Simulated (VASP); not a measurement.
AlN, 8 atoms in the cell. The structure is monoclinic, space group Cm (No. 8). The conventional cell has a = 5.422 Å, b = 3.130 Å, c = 10.046 Å, α = 90.00°, β = 92.58°, γ = 90.00°. Within 2.5 Å of Al (site symmetry m) lie 4 N at 1.90 to 1.97 Å. Within 2.5 Å of Al (site symmetry m) lie 4 N at 1.90 to 1.91 Å. Al (site symmetry m) has 4 N at 1.90 to 1.91 Å within 2.5 Å. Within 2.5 Å of Al (site symmetry m) lie 4 N at 1.90 to 1.91 Å. N (site symmetry m) has 4 Al at 1.90 to 1.97 Å within 2.5 Å. Within 2.5 Å of N (site symmetry m) lie 4 Al at 1.90 to 1.91 Å. Within 2.5 Å of N (site symmetry m) lie 4 Al at 1.90 to 1.91 Å. Within 2.5 Å of N (site symmetry m) lie 4 Al at 1.90 to 1.91 Å. 

| Property | Result |
| --- | --- |
| Program | VASP 6.6.1 |
| Task | single point |
| Functional | PBE |
| Potentials or basis | VASP PAW PBE potentials, release 64 (Al, N) |
| Cutoff | 520 eV |
| k mesh | 8 × 8 × 3 |
| Occupations | gaussian, width 0.05 eV |
| Spin | no spin polarisation |
| Dipole correction | no |
| Further INCAR settings | ALGO = Normal; EDIFF = 1e-06; NBANDS = 26 |

Potentials or basis: VASP PAW PBE potentials, release 64 (Al, N).

Command:

```sh
$ cat potpaw_PBE.64/Al/POTCAR potpaw_PBE.64/N/POTCAR > POTCAR
$ mpirun -np 1 vasp_std > vasp.out
```

Hardware: 1 thread of Intel Xeon 8259CL, on a shared host.

Q: How long does it take, and how much memory?

A: It took 3.4 min on 1 thread of Intel Xeon 8259CL (shared host), peak memory 0.25 GiB. Counts: scf iterations 14, k points 57.
